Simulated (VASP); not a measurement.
# AgCl (P4/mmm) in VASP: a series of runs

AgCl is run at these levels: r2SCAN; tasks: single point.

All numbers are computed with VASP 6.6.1; they aren't measurements. Logs are shortened: lines on timing, memory, paths and dates and some standing lists are left out, and cuts for length are marked.

## Step 1: The cell of the first run

It takes space group P4/mmm (No. 123, tetragonal). Conventional cell: a = 3.434 Å, b = 3.434 Å, c = 3.400 Å, α = 90.00°, β = 90.00°, γ = 90.00°. Within 3.9 Å of Ag (site symmetry 4/mmm) lie 8 Cl at 2.96 Å and 6 Ag at 3.40 to 3.43 Å. Within 3.9 Å of Cl (site symmetry 4/mmm) lie 8 Ag at 2.96 Å and 6 Cl at 3.40 to 3.43 Å.

## Step 2: Single point, r2SCAN (strain -0.0100 x Voigt [0, 1, 0, 0, 0, 0])

POSCAR reads:

```
AgCl
1.0
    3.4339730000      0.0000000000      0.0000000000
    0.0000000000      3.3996332700      0.0000000000
    0.0000000000      0.0000000000      3.4339730000
Ag Cl
1 1
Direct
    0.0000000000      0.0000000000      0.0000000000
    0.5000000000      0.5000000000      0.5000000000
```

INCAR.step1 reads:

```
  PREC = Accurate
  ENCUT = 520
  ISMEAR = 0
  SIGMA = 0.05
  LREAL = F
  LASPH = T
  NELM = 100
  NBANDS = 16
  GGA = PE
  ALGO = Normal
  EDIFF = 1E-4
  LWAVE = T
  LCHARG = F
```

INCAR.step2 reads:

```
  PREC = Accurate
  ENCUT = 520
  EDIFF = 1E-6
  ISMEAR = 0
  SIGMA = 0.05
  LREAL = F
  LASPH = T
  NELM = 100
  ALGO = Normal
  ISIF = 2
  LWAVE = F
  LCHARG = T
  METAGGA = R2SCAN
  LMIXTAU = T
  LELF = T
  LVHAR = T
  NBANDS = 16
  ISTART = 1
```

KPOINTS reads:

```
regular mesh
0
Gamma
  8 8 8
```

Potentials or basis: VASP PAW PBE potentials, release 64 (Ag, Cl).

Started as:

```sh
cat potpaw_PBE.64/Ag/POTCAR potpaw_PBE.64/Cl/POTCAR > POTCAR
cp INCAR.step1 INCAR
mpirun -np 1 vasp_std > vasp.out
cp INCAR.step2 INCAR
mpirun -np 1 vasp_std > vasp.out
```

OUTCAR:

```text
PREC = Accurate
   ENCUT = 520
   EDIFF = 1E-6
   ISMEAR = 0
   LREAL = F
   LASPH = T
   NELM = 100
   ISIF = 2
   METAGGA = R2SCAN
   ISTART = 1

 ion  position               nearest neighbor table
   1  0.000  0.000  0.000-   2 2.96   2 2.96   2 2.96   2 2.96   2 2.96   2 2.96   2 2.96   2 2.96

   2  0.500  0.500  0.500-   1 2.96   1 2.96   1 2.96   1 2.96   1 2.96   1 2.96   1 2.96   1 2.96

  LATTYP: Found a simple tetragonal cell.
 ALAT       =     3.4339730000
 C/A-ratio  =     0.9900000000

  Lattice vectors:

 A1 = (  -3.4339730000,   0.0000000000,   0.0000000000)
 A2 = (   0.0000000000,   0.0000000000,   3.4339730000)
 A3 = (   0.0000000000,   3.3996332700,   0.0000000000)

Analysis of symmetry for initial positions (statically):
=====================================================================
 Subroutine PRICEL returns:
 Original cell was already a primitive cell.

 Routine SETGRP: Setting up the symmetry group for a
 simple tetragonal supercell.

 Subroutine GETGRP returns: Found 16 space group operations
 (whereof 16 operations were pure point group operations)
 out of a pool of 16 trial point group operations.

The static configuration has the point symmetry D_4h.

Analysis of symmetry for dynamics (positions and initial velocities):
=====================================================================
 Subroutine PRICEL returns:
 Original cell was already a primitive cell.

 Routine SETGRP: Setting up the symmetry group for a
 simple tetragonal supercell.

 Subroutine GETGRP returns: Found 16 space group operations
 (whereof 16 operations were pure point group operations)
 out of a pool of 16 trial point group operations.

The dynamic configuration has the point symmetry D_4h.

 Subroutine INISYM returns: Found 16 space group operations
 (whereof 16 operations are pure point group operations),
 and found     1 'primitive' translations

----------------------------------------------------------------------------------------

                                     Primitive cell

  volume of cell :      40.0891

  direct lattice vectors                    reciprocal lattice vectors
     3.433973000  0.000000000  0.000000000     0.291207881  0.000000000  0.000000000
     0.000000000  3.399633270  0.000000000     0.000000000  0.294149375  0.000000000
     0.000000000  0.000000000  3.433973000     0.000000000  0.000000000  0.291207881

  length of vectors
     3.433973000  3.399633270  3.433973000     0.291207881  0.294149375  0.291207881

  position of ions in fractional coordinates (direct lattice)
     0.000000000  0.000000000  0.000000000
     0.500000000  0.500000000  0.500000000

  ion indices of the primitive-cell ions
   primitive index   ion index
                 1           1
                 2           2

----------------------------------------------------------------------------------------

 KPOINTS: regular mesh

Automatic generation of k-mesh.
 Grid dimensions read from file:
 generate k-points for:    8    8    8

 Generating k-lattice:

  Cartesian coordinates                     Fractional coordinates (reciprocal lattice)
     0.036400985  0.000000000  0.000000000     0.125000000  0.000000000  0.000000000
     0.000000000  0.036768672  0.000000000     0.000000000  0.125000000  0.000000000
     0.000000000  0.000000000  0.036400985     0.000000000  0.000000000  0.125000000

  Length of vectors
     0.036400985  0.036768672  0.036400985

  Shift w.r.t. Gamma in fractional coordinates (k-lattice)
     0.000000000  0.000000000  0.000000000

 Subroutine IBZKPT returns following result:
 ===========================================

 Found     75 irreducible k-points:

 Following reciprocal coordinates:
            Coordinates               Weight
  0.000000  0.000000  0.000000      1.000000
  0.125000  0.000000  0.000000      4.000000
  0.250000  0.000000  0.000000      4.000000
  0.375000  0.000000  0.000000      4.000000
  0.500000  0.000000  0.000000      2.000000
  0.000000  0.125000  0.000000      2.000000
[... 16 lines left out ...]
  0.250000  0.500000  0.000000      4.000000
  0.375000  0.500000  0.000000      4.000000
 [... further k-points ...]
   k-points           NKPTS =     75   k-points in BZ     NKDIM =     75   number of bands    NBANDS=     16
   number of dos      NEDOS =    301   number of ions     NIONS =      2
   total plane-waves  NPLWV =  21952
   dimension x,y,z NGX =    28 NGY =   28 NGZ =   28
   dimension x,y,z NGXF=    56 NGYF=   56 NGZF=   56
   ions per type =               1   1
   NGX,Y,Z   is equivalent  to a cutoff of  13.56, 13.69, 13.56 a.u.
   NGXF,Y,Z  is equivalent  to a cutoff of  27.11, 27.38, 27.11 a.u.
 SYSTEM =  unknown system
   PREC   = accura    normal or accurate (medium, high low for compatibility)
   ISTART =      1    job   : 0-new  1-cont  2-samecut
   ICHARG =      0    charge: 1-file 2-atom 10-const
   ISPIN  =      1    spin polarized calculation?
   LNONCOLLINEAR =      F non collinear calculations
   LSORBIT =      F    spin-orbit coupling
   LASPH  =      T    aspherical Exc in radial PAW
   ENCUT  =  520.0 eV  38.22 Ry    6.18 a.u.   6.38  6.32  6.38*2*pi/ulx,y,z
   NELM   =    100;   NELMIN=  2; NELMDL=  0     # of ELM steps
   EDIFF  = 0.1E-05   stopping-criterion for ELM
   LREAL  =      F    real-space projection
[... 7 lines left out ...]
   TEBEG  =    0.0;   TEEND  =   0.0 temperature during run
   PSTRESS=    0.0 pullay stress
   NELECT =      18.0000    total number of electrons
   NUPDOWN=      -1.0000    fix difference up-down
   EMIN   =  10.00;   EMAX   =-10.00  energy-range for DOS
   EFERMI =   0.00;   METHOD = LEGACY
   ISMEAR =     0;   SIGMA  =   0.05  broadening in eV -4-tet -1-fermi 0-gaus
   EFERMI_NEDOS =   21; number of points for ismear=-14 and -15
   IALGO  =     38    algorithm
   IMIX   =      4    mixing-type and parameters
     AMIX     =   0.40;   BMIX     =  1.00
     AMIX_MAG =   1.60;   BMIX_MAG =  1.00
  volume/ion in A,a.u.               =      20.04       135.27
  Fermi-wavevector in a.u.,A,eV,Ry     =   1.253594  2.368950 21.381542  1.571499
  Thomas-Fermi vector in A             =   2.387440
   LORBIT       =      0    0 simple, 1 ext, 2 COOP (PROOUT), +10 PAW based schemes
   METAGGA = R2SCAN    functional components
   LHFCALC =     F    Hartree Fock is set to
   AEXX    =    0.0000 exact exchange contribution
   IVDW    =     0    specifies the selected vdW correction
   LEPSILON=     F    determine dielectric tensor
   LRPA    =     F    only Hartree local field effects (RPA)
 non-spin polarized calculation
 Gauss-broadening in eV      SIGMA  =   0.05
  energy-cutoff  :      520.00
  volume of cell :       40.09
 maximum number of plane-waves:      1100
 NGX is ok and might be reduce to    28
   NGX = 13   NGY = 13   NGZ = 13

 number of electron      18.0000003 magnetization

 Free energy of the ion-electron system (eV)
  ---------------------------------------------------
  ext. energy  EPLUGINS =         0.00000000
  ---------------------------------------------------
  free energy    TOTEN  =       -28.39582651 eV

  energy without entropy =      -28.39582651  energy(sigma->0) =      -28.39582651

 E-fermi :   4.0139     XC(G=0): -10.9283

 val. band max:        3.7197662475   @ k =   0.5000   0.0000   0.0000
 cond. band min:       4.8778681938   @ k =   0.0000   0.0000   0.0000
 fundamental gap:      1.1581019463
 Fermi energy:         4.0138743315

 k-point     1 :       0.0000    0.0000    0.0000
  band No.  band energies     occupation
      1     -11.5343      2.00000
      2       0.9667      2.00000
      3       0.9860      2.00000
      4       1.9117      2.00000
      5       1.9221      2.00000
      6       1.9221      2.00000
[... 8 lines left out ...]
     15      18.5335      0.00000
     16      20.7741      0.00000

 k-point     2 :       0.1250    0.0000    0.0000
  band No.  band energies     occupation
      1     -11.4717      2.00000
      2       0.7338      2.00000
      3       0.9919      2.00000
      4       1.4841      2.00000
      5       1.5376      2.00000
      6       1.7443      2.00000
[... 8 lines left out ...]
     15      17.9210      0.00000
     16      20.8283      0.00000

 k-point     3 :       0.2500    0.0000    0.0000
  band No.  band energies     occupation
      1     -11.3134      2.00000
      2      -0.2190      2.00000
      3       1.0406      2.00000
      4       1.0892      2.00000
      5       1.1521      2.00000
      6       1.8351      2.00000
[... 8 lines left out ...]
     15      18.2978      0.00000
     16      20.6849      0.00000

 k-point     4 :       0.3750    0.0000    0.0000
  band No.  band energies     occupation
      1     -11.1433      2.00000
      2      -1.0724      2.00000
      3       0.8360      2.00000
      4       0.9030      2.00000
      5       1.0904      2.00000
      6       1.9649      2.00000
[... 8 lines left out ...]
     15      20.3877      0.00000
     16      20.5438      0.00000

 k-point     5 :       0.5000    0.0000    0.0000
  band No.  band energies     occupation
      1     -11.0689      2.00000
      2      -1.3938      2.00000
      3       0.7488      2.00000
      4       0.8169      2.00000
      5       1.1113      2.00000
      6       1.9723      2.00000
[... 8 lines left out ...]
     15      20.3363      0.00000
     16      20.4859      0.00000

 k-point     6 :       0.0000    0.1250    0.0000
  band No.  band energies     occupation
      1     -11.4684      2.00000
      2       0.7583      2.00000
      3       1.0073      2.00000
      4       1.4925      2.00000
      5       1.4925      2.00000
      6       1.7859      2.00000
[... 8 lines left out ...]
     15      18.0572      0.00000
     16      20.7135      0.00000

 k-point     7 :       0.1250    0.1250    0.0000
  band No.  band energies     occupation
      1     -11.4083      2.00000
      2       0.7008      2.00000
      3       0.8222      2.00000
      4       1.2473      2.00000
      5       1.3686      2.00000
      6       1.8746      2.00000
[... 8 lines left out ...]
     15      18.5659      0.00000
     16      20.0135      0.00000

 k-point     8 :       0.2500    0.1250    0.0000
  band No.  band energies     occupation
      1     -11.2567      2.00000
      2      -0.1549      2.00000
      3       0.8275      2.00000
      4       1.1142      2.00000
      5       1.2240      2.00000
      6       1.8750      2.00000
[... 8 lines left out ...]
     15      18.7807      0.00000
     16      19.7986      0.00000

 k-point     9 :       0.3750    0.1250    0.0000
  band No.  band energies     occupation
      1     -11.0943      2.00000
      2      -0.9391      2.00000
      3       0.7719      2.00000
      4       0.9120      2.00000
      5       1.1777      2.00000
      6       1.9035      2.00000
[... 8 lines left out ...]
     15      19.8718      0.00000
     16      20.4272      0.00000
[... 172 lines left out ...]
 k-point    19 :       0.3750    0.3750    0.0000
  band No.  band energies     occupation
      1     -10.8427      2.00000
      2      -0.2767      2.00000
      3       0.1428      2.00000
      4       1.3379      2.00000
      5       1.3445      2.00000
      6       1.6695      2.00000
[... 8 lines left out ...]
     15      18.2722      0.00000
     16      20.9369      0.00000

 k-point    20 :       0.5000    0.3750    0.0000
  band No.  band energies     occupation
      1     -10.7913      2.00000
      2      -0.2767      2.00000
      3       0.1536      2.00000
      4       1.3227      2.00000
      5       1.4289      2.00000
      6       1.6679      2.00000
[... 8 lines left out ...]
     15      18.2750      0.00000
     16      21.3916      0.00000

 k-point    21 :       0.0000    0.5000    0.0000
  band No.  band energies     occupation
      1     -11.0425      2.00000
      2      -1.3850      2.00000
      3       0.7566      2.00000
      4       0.7566      2.00000
      5       1.1348      2.00000
      6       1.9666      2.00000
[... 8 lines left out ...]
     15      20.2613      0.00000
     16      20.3734      0.00000

 k-point    22 :       0.1250    0.5000    0.0000
  band No.  band energies     occupation
      1     -11.0006      2.00000
      2      -1.2361      2.00000
      3       0.6776      2.00000
      4       0.8440      2.00000
      5       1.1911      2.00000
      6       1.9155      2.00000
[... 8 lines left out ...]
     15      19.8518      0.00000
     16      20.9039      0.00000

 k-point    23 :       0.2500    0.5000    0.0000
  band No.  band energies     occupation
      1     -10.8962      2.00000
      2      -0.8278      2.00000
      3       0.4550      2.00000
      4       1.0882      2.00000
      5       1.3040      2.00000
      6       1.7959      2.00000
[... 8 lines left out ...]
     15      18.9602      0.00000
     16      21.2851      0.00000

 k-point    24 :       0.3750    0.5000    0.0000
  band No.  band energies     occupation
      1     -10.7870      2.00000
      2      -0.3004      2.00000
      3       0.1699      2.00000
      4       1.3206      2.00000
      5       1.4197      2.00000
      6       1.6812      2.00000
[... 8 lines left out ...]
     15      18.3146      0.00000
     16      21.3499      0.00000

 [... further k-points ...]
[... 5 lines left out ...]
  --------------------------------------------------------------------------------------
  -------------------------------------------------------------------------------------
  Total       -0.3955037     -0.2527784     -0.3955037     -0.0000000      0.0000000      0.0000000
  in kB      -15.8064846    -10.1024027    -15.8064846     -0.0000000      0.0000000      0.0000000
  external PRESSURE =     -13.9051240 kB  Pullay stress =       0.0000000 kB

 VOLUME and BASIS-vectors are now :
 -----------------------------------------------------------------------------
  energy-cutoff  :      520.00
  volume of cell :       40.09
      direct lattice vectors                 reciprocal lattice vectors
     3.433973000  0.000000000  0.000000000     0.291207881  0.000000000  0.000000000
     0.000000000  3.399633270  0.000000000     0.000000000  0.294149375  0.000000000
     0.000000000  0.000000000  3.433973000     0.000000000  0.000000000  0.291207881

 POSITION                                       TOTAL-FORCE (eV/Angst)
 -----------------------------------------------------------------------------------
      0.00000      0.00000      0.00000         0.000000      0.000000      0.000000
      1.71699      1.69982      1.71699         0.000000      0.000000      0.000000
 -----------------------------------------------------------------------------------
    total drift:                               -0.000000      0.000000      0.000000

  FREE ENERGIE OF THE ION-ELECTRON SYSTEM (eV)
  ---------------------------------------------------
  free  energy   TOTEN  =       -28.3958265110 eV

  energy  without entropy=      -28.3958265110  energy(sigma->0) =      -28.39582651
```

Run time: 1.7 min. Hardware: 1 thread of AMD EPYC 9R45 (Zen 5), shared host; peak memory 0.17 GiB.

What came out:

* Free energy: -28.3958 eV
* Pressure: -1.4 GPa
* Band gap on the k mesh: 1.16 eV, indirect (least direct gap 2.70 eV)

Stress tensor (GPa, compression positive):
```
-1.58  0.00  0.00
 0.00 -1.01  0.00
 0.00  0.00 -1.58
```

Caveat: the cell differs from its parent crystal (strain -0.0100 x Voigt [0, 1, 0, 0, 0, 0]); the PAW data sets were made with another functional, which shifts forces and pressure a little. A k mesh can miss the band edges.

[end of part 1 of 2]
